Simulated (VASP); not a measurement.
# SnSe2 (P-3m1) in VASP: single point with PBE

Aim: the single point of SnSe2 with PBE.

Everything below comes from runs of VASP 6.6.1. Logs are shortened: lines on timing, memory, paths and dates and some standing lists are left out, and cuts for length are marked.

## Step 1: The cell of the first run

It takes space group P-3m1 (No. 164, trigonal). The conventional cell has a = 3.904 Å, b = 3.904 Å, c = 6.285 Å, α = 90.00°, β = 90.00°, γ = 120.00°. Sn (site symmetry -3m) has 6 Se at 2.75 Å within 3.6 Å. Within 3.6 Å of Se (site symmetry 3m) lie 3 Sn at 2.75 Å.

## Step 2: Single point, PBE

File INCAR:

```
  ALGO = Normal
  EDIFF = 1E-6
  ENCUT = 520
  GGA = PE
  ISIF = 2
  ISMEAR = 0
  LASPH = T
  LCHARG = F
  LREAL = F
  LWAVE = F
  NBANDS = 20
  NELM = 60
  PREC = Accurate
  SIGMA = 0.05
```

File KPOINTS:

```
k-points
0
Gamma
  14 14 8
```

File POSCAR:

```
SnSe2
1.0
    3.9036688523      0.0000000000      0.0000000000
   -1.9518344261      3.3806763940      0.0000000000
    0.0000000000      0.0000000000      6.2852037266
Sn Se
1 2
Direct
    0.0000000000      0.0000000000      0.0000000000
    0.3333333333      0.6666666667      0.2514311196
    0.6666666667      0.3333333333      0.7485688804
```

Potentials or basis: VASP PAW PBE potentials, release 64 (Sn_d, Se).

Launch:

```bash
> cat potpaw_PBE.64/Sn_d/POTCAR potpaw_PBE.64/Se/POTCAR > POTCAR
> mpirun -np 1 vasp_std > vasp.out
```

OUTCAR:

```text
EDIFF = 1E-6
   ENCUT = 520
   GGA = PE
   ISIF = 2
   ISMEAR = 0
   LASPH = T
   LREAL = F
   NELM = 60
   PREC = Accurate

 ion  position               nearest neighbor table
   1  0.000  0.000  0.000-   2 2.75   3 2.75   2 2.75   3 2.75   3 2.75   2 2.75
   2  0.333  0.667  0.251-   1 2.75   1 2.75   1 2.75
   3  0.667  0.333  0.749-   1 2.75   1 2.75   1 2.75

  LATTYP: Found a hexagonal cell.
 ALAT       =     3.9036688523
 C/A-ratio  =     1.6100760501

  Lattice vectors:

 A1 = (   3.9036688523,   0.0000000000,   0.0000000000)
 A2 = (  -1.9518344261,   3.3806763940,   0.0000000000)
 A3 = (   0.0000000000,   0.0000000000,   6.2852037266)

Analysis of symmetry for initial positions (statically):
=====================================================================
 Subroutine PRICEL returns:
 Original cell was already a primitive cell.

 Routine SETGRP: Setting up the symmetry group for a
 hexagonal supercell.

 Subroutine GETGRP returns: Found 12 space group operations
 (whereof 12 operations were pure point group operations)
 out of a pool of 24 trial point group operations.

The static configuration has the point symmetry D_3d.

Analysis of symmetry for dynamics (positions and initial velocities):
=====================================================================
 Subroutine PRICEL returns:
 Original cell was already a primitive cell.

 Routine SETGRP: Setting up the symmetry group for a
 hexagonal supercell.

 Subroutine GETGRP returns: Found 12 space group operations
 (whereof 12 operations were pure point group operations)
 out of a pool of 24 trial point group operations.

The dynamic configuration has the point symmetry D_3d.

 Subroutine INISYM returns: Found 12 space group operations
 (whereof 12 operations are pure point group operations),
 and found     1 'primitive' translations

----------------------------------------------------------------------------------------

                                     Primitive cell

  volume of cell :      82.9461

  direct lattice vectors                    reciprocal lattice vectors
     3.903668852  0.000000000  0.000000000     0.256169270  0.147899397  0.000000000
    -1.951834426  3.380676394  0.000000000     0.000000000  0.295798794  0.000000000
     0.000000000  0.000000000  6.285203727     0.000000000  0.000000000  0.159103832

  length of vectors
     3.903668852  3.903668852  6.285203727     0.295798794  0.295798794  0.159103832

  position of ions in fractional coordinates (direct lattice)
     0.000000000  0.000000000  0.000000000
     0.333333333  0.666666667  0.251431120
     0.666666667  0.333333333  0.748568880

  ion indices of the primitive-cell ions
   primitive index   ion index
                 1           1
                 2           2
                 3           3

----------------------------------------------------------------------------------------

 KPOINTS: k-points

Automatic generation of k-mesh.
 Grid dimensions read from file:
 generate k-points for:   14   14    8

 Generating k-lattice:

  Cartesian coordinates                     Fractional coordinates (reciprocal lattice)
     0.018297805  0.010564243  0.000000000     0.071428571  0.000000000  0.000000000
     0.000000000  0.021128485  0.000000000     0.000000000  0.071428571  0.000000000
     0.000000000  0.000000000  0.019887979     0.000000000  0.000000000  0.125000000

  Length of vectors
     0.021128485  0.021128485  0.019887979

  Shift w.r.t. Gamma in fractional coordinates (k-lattice)
     0.000000000  0.000000000  0.000000000

 Subroutine IBZKPT returns following result:
 ===========================================

 Found    168 irreducible k-points:

 Following reciprocal coordinates:
            Coordinates               Weight
  0.000000  0.000000  0.000000      1.000000
  0.071429  0.000000  0.000000      6.000000
  0.142857  0.000000  0.000000      6.000000
  0.214286  0.000000  0.000000      6.000000
  0.285714  0.000000  0.000000      6.000000
  0.357143 -0.000000  0.000000      6.000000
[... 16 lines left out ...]
  0.285714  0.285714  0.000000      6.000000
  0.357143  0.285714  0.000000      6.000000
 [... further k-points ...]
   k-points           NKPTS =    168   k-points in BZ     NKDIM =    168   number of bands    NBANDS=     20
   number of dos      NEDOS =    301   number of ions     NIONS =      3
   total plane-waves  NPLWV =  43200
   dimension x,y,z NGX =    30 NGY =   30 NGZ =   48
   dimension x,y,z NGXF=    60 NGYF=   60 NGZF=   96
   ions per type =               1   2
   NGX,Y,Z   is equivalent  to a cutoff of  12.78, 12.78, 12.70 a.u.
   NGXF,Y,Z  is equivalent  to a cutoff of  25.55, 25.55, 25.39 a.u.
 SYSTEM =  unknown system
   PREC   = accura    normal or accurate (medium, high low for compatibility)
   ISTART =      0    job   : 0-new  1-cont  2-samecut
   ICHARG =      2    charge: 1-file 2-atom 10-const
   ISPIN  =      1    spin polarized calculation?
   LNONCOLLINEAR =      F non collinear calculations
   LSORBIT =      F    spin-orbit coupling
   LASPH  =      T    aspherical Exc in radial PAW
   ENCUT  =  520.0 eV  38.22 Ry    6.18 a.u.   7.26  7.26 11.69*2*pi/ulx,y,z
   NELM   =     60;   NELMIN=  2; NELMDL= -5     # of ELM steps
   EDIFF  = 0.1E-05   stopping-criterion for ELM
   LREAL  =      F    real-space projection
   EDIFFG = 0.1E-04   stopping-criterion for IOM
   NSW    =      0    number of steps for IOM
   IBRION =     -1    ionic relax: 0-MD 1-quasi-New 2-CG
   NFREE  =      0    steps in history (QN), initial steepest desc. (CG)
   ISIF   =      2    stress and relaxation
   ISYM   =      2    0-nonsym 1-usesym 2-fastsym
   POTIM  = 0.5000    time-step for ionic-motion
   TEBEG  =    0.0;   TEEND  =   0.0 temperature during run
   PSTRESS=    0.0 pullay stress
   NELECT =      26.0000    total number of electrons
   NUPDOWN=      -1.0000    fix difference up-down
   EMIN   =  10.00;   EMAX   =-10.00  energy-range for DOS
   EFERMI =   0.00;   METHOD = LEGACY
   ISMEAR =     0;   SIGMA  =   0.05  broadening in eV -4-tet -1-fermi 0-gaus
   EFERMI_NEDOS =   21; number of points for ismear=-14 and -15
   IALGO  =     38    algorithm
   IMIX   =      4    mixing-type and parameters
     AMIX     =   0.40;   BMIX     =  1.00
     AMIX_MAG =   1.60;   BMIX_MAG =  1.00
  volume/ion in A,a.u.               =      27.65       186.58
  Fermi-wavevector in a.u.,A,eV,Ry     =   1.112075  2.101517 16.826464  1.236710
  Thomas-Fermi vector in A             =   2.248645
   LORBIT       =      0    0 simple, 1 ext, 2 COOP (PROOUT), +10 PAW based schemes
   GGA     = PE    functional components
   LHFCALC =     F    Hartree Fock is set to
   AEXX    =    0.0000 exact exchange contribution
   IVDW    =     0    specifies the selected vdW correction
   LEPSILON=     F    determine dielectric tensor
   LRPA    =     F    only Hartree local field effects (RPA)
 non-spin polarized calculation
 Gauss-broadening in eV      SIGMA  =   0.05
  energy-cutoff  :      520.00
  volume of cell :       82.95
 maximum number of plane-waves:      2255
 NGX is ok and might be reduce to    30
   NGX = 15   NGY = 15   NGZ = 23

 number of electron      26.0000000 magnetization

 Free energy of the ion-electron system (eV)
  ---------------------------------------------------
  ext. energy  EPLUGINS =         0.00000000
  ---------------------------------------------------
  free energy    TOTEN  =       -11.85581224 eV

  energy without entropy =      -11.85581224  energy(sigma->0) =      -11.85581224

 E-fermi :   3.6823     XC(G=0):  -9.1444

 val. band max:        3.4652107206   @ k =   0.0714   0.0714   0.0000
 cond. band min:       4.0596210970   @ k =   0.0000   0.4286   0.3750
 fundamental gap:      0.5944103763
 Fermi energy:         3.6822659309

 k-point     1 :       0.0000    0.0000    0.0000
  band No.  band energies     occupation
      1     -17.7521      2.00000
      2     -17.7521      2.00000
      3     -17.7257      2.00000
      4     -17.7151      2.00000
      5     -17.7151      2.00000
      6     -10.0227      2.00000
[... 12 lines left out ...]
     19      12.3225      0.00000
     20      12.3225      0.00000

 k-point     2 :       0.0714    0.0000    0.0000
  band No.  band energies     occupation
      1     -17.7538      2.00000
      2     -17.7507      2.00000
      3     -17.7246      2.00000
      4     -17.7161      2.00000
      5     -17.7150      2.00000
      6      -9.9772      2.00000
[... 12 lines left out ...]
     19      11.7552      0.00000
     20      12.3907      0.00000

 k-point     3 :       0.1429    0.0000    0.0000
  band No.  band energies     occupation
      1     -17.7589      2.00000
      2     -17.7468      2.00000
      3     -17.7220      2.00000
      4     -17.7179      2.00000
      5     -17.7141      2.00000
      6      -9.8433      2.00000
[... 12 lines left out ...]
     19      11.7546      0.00000
     20      12.5392      0.00000

 k-point     4 :       0.2143    0.0000    0.0000
  band No.  band energies     occupation
      1     -17.7669      2.00000
      2     -17.7423      2.00000
      3     -17.7234      2.00000
      4     -17.7147      2.00000
      5     -17.7120      2.00000
      6      -9.6290      2.00000
[... 12 lines left out ...]
     19      11.5427      0.00000
     20      12.8306      0.00000

 k-point     5 :       0.2857    0.0000    0.0000
  band No.  band energies     occupation
      1     -17.7764      2.00000
      2     -17.7389      2.00000
      3     -17.7267      2.00000
      4     -17.7088      2.00000
      5     -17.7079      2.00000
      6      -9.3509      2.00000
[... 12 lines left out ...]
     19      11.8246      0.00000
     20      12.9080      0.00000
[... 353 lines left out ...]
      6      -8.6859      2.00000
[... 12 lines left out ...]
     19      11.1130      0.00000
     20      13.0450      0.00000

 k-point    22 :       0.3571    0.2143    0.0000
  band No.  band energies     occupation
      1     -17.7790      2.00000
      2     -17.7509      2.00000
      3     -17.7226      2.00000
      4     -17.7060      2.00000
      5     -17.6993      2.00000
      6      -8.4681      2.00000
[... 12 lines left out ...]
     19      11.9575      0.00000
     20      12.9105      0.00000

 k-point    23 :       0.2857    0.2857    0.0000
  band No.  band energies     occupation
      1     -17.7740      2.00000
      2     -17.7557      2.00000
      3     -17.7184      2.00000
      4     -17.7103      2.00000
      5     -17.6994      2.00000
      6      -8.4520      2.00000
[... 12 lines left out ...]
     19      11.1909      0.00000
     20      12.6537      0.00000

 k-point    24 :       0.3571    0.2857    0.0000
  band No.  band energies     occupation
      1     -17.7708      2.00000
      2     -17.7598      2.00000
      3     -17.7165      2.00000
      4     -17.7098      2.00000
      5     -17.7010      2.00000
      6      -8.3154      2.00000
[... 12 lines left out ...]
     19      11.7201      0.00000
     20      12.1603      0.00000

 [... further k-points ...]

------------------------ aborting loop because EDIFF is reached ----------------------------------------

  FORCE on cell =-STRESS in cart. coord.  units (eV):
  Direction    XX          YY          ZZ          XY          YZ          ZX
  --------------------------------------------------------------------------------------
  -------------------------------------------------------------------------------------
  Total       -0.1682421     -0.1682421      0.4425075     -0.0000000     -0.0000000     -0.0000000
  in kB       -3.2497444     -3.2497444      8.5474240     -0.0000000     -0.0000000     -0.0000000
  external PRESSURE =       0.6826451 kB  Pullay stress =       0.0000000 kB

 VOLUME and BASIS-vectors are now :
 -----------------------------------------------------------------------------
  energy-cutoff  :      520.00
  volume of cell :       82.95
      direct lattice vectors                 reciprocal lattice vectors
     3.903668852  0.000000000  0.000000000     0.256169270  0.147899397  0.000000000
    -1.951834426  3.380676394  0.000000000     0.000000000  0.295798794  0.000000000
     0.000000000  0.000000000  6.285203727     0.000000000  0.000000000  0.159103832

 POSITION                                       TOTAL-FORCE (eV/Angst)
 -----------------------------------------------------------------------------------
      0.00000      0.00000      0.00000        -0.000000      0.000000      0.000000
     -0.00000      2.25378      1.58030        -0.000000      0.000000      0.013994
      1.95183      1.12689      4.70491         0.000000      0.000000     -0.013994
 -----------------------------------------------------------------------------------
    total drift:                                0.000000      0.000000     -0.000000

  FREE ENERGIE OF THE ION-ELECTRON SYSTEM (eV)
  ---------------------------------------------------
  free  energy   TOTEN  =       -11.8558122368 eV

  energy  without entropy=      -11.8558122368  energy(sigma->0) =      -11.85581224
```

It took 6.8 min on 1 thread of Intel Xeon 8259CL, shared host; peak memory 0.39 GiB.

What came out:

```yaml
Free_energy: -11.8558 eV
Pressure: 0.1 GPa
Largest_force: 0.014 eV/Å
Band_gap_on_the_k_mesh: 0.59 eV (least direct gap 0.82 eV)
```

Forces on the atoms (eV/Å):
```
Sn   0.000  0.000  0.000
Se   0.000  0.000  0.014
Se   0.000  0.000 -0.014
```

Levels at points of the mesh, in eV from the valence-band top:
| k point | band 11 | band 12 | band 13 | band 14 | band 15 | band 16 |
| --- | --- | --- | --- | --- | --- | --- |
| (0.00, 0.00, 0.00) | -0.37 | -0.37 | -0.09 | 0.73 | 2.90 | 4.46 |
| (0.50, 0.00, 0.00) | -2.41 | -1.13 | -0.30 | 1.03 | 3.66 | 5.20 |
| (0.00, 0.00, 0.50) | -0.72 | -0.22 | -0.22 | 2.11 | 2.79 | 4.22 |
| (0.50, 0.00, 0.50) | -1.89 | -0.78 | -0.66 | 0.68 | 4.14 | 4.74 |

Caveat: spin-orbit coupling is left out, which moves the levels of the heavy elements; this functional lacks dispersion, which binds the layers, so the pressure and a relaxed spacing across them are unreliable.
